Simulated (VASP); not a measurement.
## Nb: single point with PBE

Crystal: Nb.

```
CELL_PARAMETERS angstrom
2.82528 0.00000 0.00000
0.00000 2.82528 0.00000
0.00000 0.00000 2.82528
ATOMIC_POSITIONS crystal
Nb 0.00000 0.00000 0.00000
```

This cell differs from its parent crystal: volume scaled by 1.12.

- Program: VASP 6.6.1
- Task: single point
- Functional: PBE
- Potentials or basis: VASP PAW PBE potentials, release 64 (Nb_sv)
- Cutoff: 520 eV
- k mesh: 13 × 13 × 13
- Occupations: fermi-dirac, width 0.1 eV
- Spin: no spin polarisation

```json
{"Pressure": "-12.2 GPa"}
```

Levels at points of the mesh, in eV from the Fermi level:
```tsv
k point	band 5	band 6	band 7	band 8	band 9	band 10
(0.00, 0.00, 0.00)	-5.33	-2.39	-2.39	4.40	4.40	4.40
```

Wall time 42 s on 1 thread of AMD EPYC 7R43 64-Core Processor (Zen 3), on a shared host, peak memory 0.11 GiB.
